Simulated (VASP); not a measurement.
# Mg (P6/mmm) in VASP: further runs, part 2 of 2

VASP 6.6.1.

**4. Single point, LDA (strain -0.015 along x and y, +0.015 along z)**

Contents of INCAR:

```
SYSTEM = Mg
ALGO = Normal
EDIFF = 1E-7
ENCUT = 520
ISIF = 2
ISMEAR = 0
LASPH = .True.
LCHARG = .False.
LREAL = .False.
LWAVE = .False.
NBANDS = 7
NELM = 60
PREC = Accurate
SIGMA = 0.15
```

Contents of KPOINTS:

```
k-points
0
Gamma
  18 18 16
  0 0 0
```

Contents of POSCAR:

```
Mg
1.0
    3.0045453035      0.0000000000      0.0000000000
   -1.5022726518      2.6020125596      0.0000000000
    0.0000000000      0.0000000000      3.0905101335
Mg
1
Direct
    0.0000000000      0.0000000000      0.0000000000
```

Potentials or basis: VASP PAW LDA potentials, release 64 (Mg).

The run is started by

```bash
cat potpaw_LDA.64/Mg/POTCAR > POTCAR
mpirun -np 1 vasp_std > vasp.out
```

OUTCAR:

```text
SYSTEM = Mg
   EDIFF = 1E-7
   ENCUT = 520
   ISIF = 2
   ISMEAR = 0
   LASPH = .True.
   LREAL = .False.
   NELM = 60
   PREC = Accurate

 ion  position               nearest neighbor table
   1  0.000  0.000  0.000-

  LATTYP: Found a hexagonal cell.
 ALAT       =     3.0045453035
 C/A-ratio  =     1.0286115939

  Lattice vectors:

 A1 = (   3.0045453035,   0.0000000000,   0.0000000000)
 A2 = (  -1.5022726518,   2.6020125596,   0.0000000000)
 A3 = (   0.0000000000,   0.0000000000,   3.0905101335)

Analysis of symmetry for initial positions (statically):
=====================================================================
 Subroutine PRICEL returns:
 Original cell was already a primitive cell.

 Routine SETGRP: Setting up the symmetry group for a
 hexagonal supercell.

 Subroutine GETGRP returns: Found 24 space group operations
 (whereof 24 operations were pure point group operations)
 out of a pool of 24 trial point group operations.

The static configuration has the point symmetry D_6h.

Analysis of symmetry for dynamics (positions and initial velocities):
=====================================================================
[... 160 lines left out ...]
 cond. band min:       2.1663954351   @ k =   0.1667   0.1667   0.4375
 fundamental gap:      0.0168779501
 Fermi energy:         2.1663176975

 k-point     1 :       0.0000    0.0000    0.0000
  band No.  band energies     occupation
      1      -4.5207      2.00000
      2       9.8593      0.00000
      3      10.2980      0.00000
      4      15.0946      0.00000
      5      15.0946      0.00000
      6      16.2980      0.00000
      7      16.2980      0.00000
[... 221 lines left out ...]
 k-point    24 :       0.3889    0.1111    0.0000
  band No.  band energies     occupation
      1      -0.0396      2.00000
      2       2.3405      0.10058
      3       7.9755      0.00000
      4      13.7583      0.00000
      5      14.1150      0.00000
      6      16.3150      0.00000
      7      16.5944      0.00000

 [... further k-points ...]

------------------------ aborting loop because EDIFF is reached ----------------------------------------

  FORCE on cell =-STRESS in cart. coord.  units (eV):
  Direction    XX          YY          ZZ          XY          YZ          ZX
  --------------------------------------------------------------------------------------
  -------------------------------------------------------------------------------------
  Total        0.1044787      0.1044787     -0.2261892     -0.0000000      0.0000000     -0.0000000
  in kB        6.9281958      6.9281958    -14.9990624     -0.0000000      0.0000000     -0.0000000
  external PRESSURE =      -0.3808903 kB  Pullay stress =       0.0000000 kB

 VOLUME and BASIS-vectors are now :
 -----------------------------------------------------------------------------
  energy-cutoff  :      520.00
  volume of cell :       24.16
      direct lattice vectors                 reciprocal lattice vectors
     3.004545304  0.000000000  0.000000000     0.332829064  0.192158949  0.000000000
    -1.502272652  2.602012560  0.000000000     0.000000000  0.384317899  0.000000000
     0.000000000  0.000000000  3.090510134     0.000000000  0.000000000  0.323571177

 POSITION                                       TOTAL-FORCE (eV/Angst)
 -----------------------------------------------------------------------------------
      0.00000      0.00000      0.00000        -0.000000      0.000000      0.000000
 -----------------------------------------------------------------------------------
    total drift:                                0.000000      0.000000     -0.000000

  FREE ENERGIE OF THE ION-ELECTRON SYSTEM (eV)
  ---------------------------------------------------
  free  energy   TOTEN  =        -1.5689966746 eV

  energy  without entropy=       -1.5638305379  energy(sigma->0) =       -1.56641361
```

OSZICAR:

```text
N       E                     dE             d eps       ncg     rms          rms(c)
DAV:   1    -0.978328853557E+00   -0.97833E+00   -0.75909E+02  4893   0.190E+02
DAV:   2    -0.157905686226E+01   -0.60073E+00   -0.57605E+00  5992   0.106E+01
DAV:   3    -0.158144979295E+01   -0.23929E-02   -0.23918E-02  6118   0.734E-01
DAV:   4    -0.158145396075E+01   -0.41678E-05   -0.41677E-05  6776   0.233E-02
DAV:   5    -0.158145396936E+01   -0.86093E-08   -0.88083E-08  6209   0.668E-04    0.627E-01
DAV:   6    -0.157430525307E+01    0.71487E-02   -0.71437E-04  5789   0.941E-02    0.396E-01
DAV:   7    -0.156900395798E+01    0.53013E-02   -0.23165E-03  5537   0.172E-01    0.194E-02
DAV:   8    -0.156899695470E+01    0.70033E-05   -0.32829E-05  6678   0.266E-02    0.370E-03
DAV:   9    -0.156899668145E+01    0.27325E-06   -0.41087E-07  6055   0.271E-03    0.983E-04
DAV:  10    -0.156899667458E+01    0.68658E-08   -0.14721E-08  4781   0.455E-04
   1 F= -.15689967E+01 E0= -.15664136E+01  d E =-.516614E-02
```

It took 43 s on 1 thread of AMD EPYC 7R13, shared host; peak memory 0.14 GiB.

What came out:

| Quantity | Value |
| --- | --- |
| Free energy | -1.5690 eV |
| Pressure | 0.0 GPa |
| Band gap on the k mesh | zero (bands 1 and 2 overlap by 5.34 eV) |

Stress tensor (GPa, compression positive):
```
 0.69  0.00  0.00
 0.00  0.69  0.00
 0.00  0.00 -1.50
```

Caveat: the cell differs from its parent crystal (strain -0.015 along x and y, +0.015 along z).

**5. Single point, LDA (strain -0.015 along x and y, +0.030 along z)**

Contents of INCAR:

```
SYSTEM = Mg
ALGO = Normal
EDIFF = 1E-7
ENCUT = 520
GGA = CA
ISIF = 2
ISMEAR = 0
LASPH = .TRUE.
LCHARG = .TRUE.
LELF = .TRUE.
LREAL = .FALSE.
LVHAR = .TRUE.
LWAVE = .FALSE.
NBANDS = 7
NELM = 100
PREC = Accurate
SIGMA = 0.15
```

Contents of KPOINTS:

```
k-points
0
G
  18 18 16
  0 0 0
```

Changes to POSCAR since step 4:

```diff
@@ -4,3 +4,3 @@
    -1.5022726518      2.6020125596      0.0000000000
-    0.0000000000      0.0000000000      3.0905101335
+    0.0000000000      0.0000000000      3.1361826971
 Mg
```

The run is started by

```bash
cat potpaw_LDA.64/Mg/POTCAR > POTCAR
mpirun -np 1 vasp_std > vasp.out
```

Wall time 45 s (1 thread of AMD EPYC 7R13, shared host); peak memory 0.14 GiB.

It converged, with:

* Free energy: -1.5649 eV
* Pressure: -0.3 GPa
* Band gap on the k mesh: zero (bands 1 and 2 overlap by 5.25 eV)

Stress tensor (GPa, compression positive):
```
 0.61  0.00  0.00
 0.00  0.61  0.00
 0.00  0.00 -2.15
```

Levels at points of the mesh, in eV from the Fermi level:
| k point | band 1 | band 2 | band 3 | band 4 | band 5 |
| --- | --- | --- | --- | --- | --- |
| (0.00, 0.00, 0.00) | -6.62 | 7.47 | 7.75 | 12.98 | 12.98 |
| (0.50, 0.00, 0.00) | -1.43 | -0.98 | 8.49 | 9.03 | 12.12 |
| (0.00, 0.00, 0.50) | -3.34 | -2.38 | 14.80 | 14.80 | 16.70 |
| (0.50, 0.00, 0.50) | 1.26 | 2.52 | 2.82 | 3.13 | 11.82 |

Caveat: the cell differs from its parent crystal (strain -0.015 along x and y, +0.030 along z).

**6. Overview**

| cell | gap on the mesh (eV) | pressure (GPa) |
| --- | --- | --- |
| a = 3.005, b = 3.005, c = 3.045 Å, angles 90.0, 90.0, 120.0°, 1 atom | none | 0.3 |
| a = 3.050, b = 3.050, c = 2.999 Å, angles 90.0, 90.0, 120.0°, 1 atom | none | -0.4 |
| a = 3.005, b = 3.005, c = 3.091 Å, angles 90.0, 90.0, 120.0°, 1 atom | none | 0.0 |
| a = 3.005, b = 3.005, c = 3.136 Å, angles 90.0, 90.0, 120.0°, 1 atom | none | -0.3 |

Alike in all rows: task single point; level LDA; potentials or basis VASP PAW LDA potentials, release 64 (Mg); no spin polarisation; k mesh 18 × 18 × 16; cutoff (eV) 520; smearing gaussian 0.15 eV.

Total energies depend on the potentials used, so only differences within one code and one set of settings carry meaning.
